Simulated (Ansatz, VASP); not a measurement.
One calculation of Ir, two programs

INCAR

```
SYSTEM = Ir
PREC = Accurate
ENCUT = 520
EDIFF = 1E-6
ISMEAR = -1
SIGMA = 0.05
LREAL = .False.
LASPH = .True.
NELM = 150
ALGO = Normal
ISIF = 2
LWAVE = .False.
LCHARG = .False.
MAGMOM = 0 0 0
LORBIT = 11
LSORBIT = .True.
GGA_COMPAT = .False.
LORBMOM = .True.
LMAXMIX = 4
GGA = PE
NBANDS = 20
```

KPOINTS

```
Automatic mesh
0
Gamma
  12 12 12
  0 0 0
```

Contents of POSCAR:

```
Ir
1.0
    0.0000000000      1.9156000000      1.9156000000
    1.9156000000      0.0000000000      1.9156000000
    1.9156000000      1.9156000000      0.0000000000
Ir
1
Direct
    0.0000000000      0.0000000000      0.0000000000
```

input.yaml

```yaml
crystal:
  lattice:
    - [0.0, 1.9156, 1.9156]
    - [1.9156, 0.0, 1.9156]
    - [1.9156, 1.9156, 0.0]
  atoms:
    - { symbol: Ir, position: [0.0, 0.0, 0.0] }
hamiltonian:
  xc: pbe
  pseudopotentials: { kind: paw_fr }
magnetization:
  noncollinear: true
  spin_orbit: true
kpoints:
  mp_grid: { grid: [12, 12, 12] }
  band_path:
    path:
      - [[0.0, 0.0, 0.0], [0.5, 0.0, 0.5], [0.5, 0.25, 0.75], [0.375, 0.375, 0.75], [0.0, 0.0, 0.0], [0.5, 0.5, 0.5], [0.625, 0.25, 0.625], [0.5, 0.25, 0.75], [0.5, 0.5, 0.5], [0.375, 0.375, 0.75]]
      - [[0.625, 0.25, 0.625], [0.5, 0.0, 0.5]]
    npoints: 14
scf:
  occupations: { method: fermi_dirac, width: 0.05 }
  n_extra_bands: 6
output:
  forces: true
  stress: true
  eigenvalues: true
  fatbands: false
```

Alike in both runs: functional PBE; k mesh 12 × 12 × 12; occupations fermi-dirac, width 0.05 eV; non-collinear spin, spin-orbit coupling.

|  | VASP | Ansatz |
| --- | --- | --- |
| version | VASP 6.6.1 | Ansatz 0.2.0 |
| potentials or method | VASP PAW PBE potentials, release 64 (Ir) | Ansatz PAW |
| plane-wave cutoff (eV) | 520 | 420 |
| valence electrons in the cell | 9 | 17 |
| task | single point | band structure |

Ansatz gave:

```
pressure (GPa)           : 11.8
net moment per atom (μB) : 0.00
```

Problem. Estimate VASP's values.

Solution. Pressure (GPa): 12.8; net moment per atom (μB): 0.00.

With one functional, cell and mesh, what is left measures potentials, basis and numerics. VASP's potentials hold 9 valence electrons a cell and Ansatz's 17, so a difference there can come from the potentials and not from the codes.
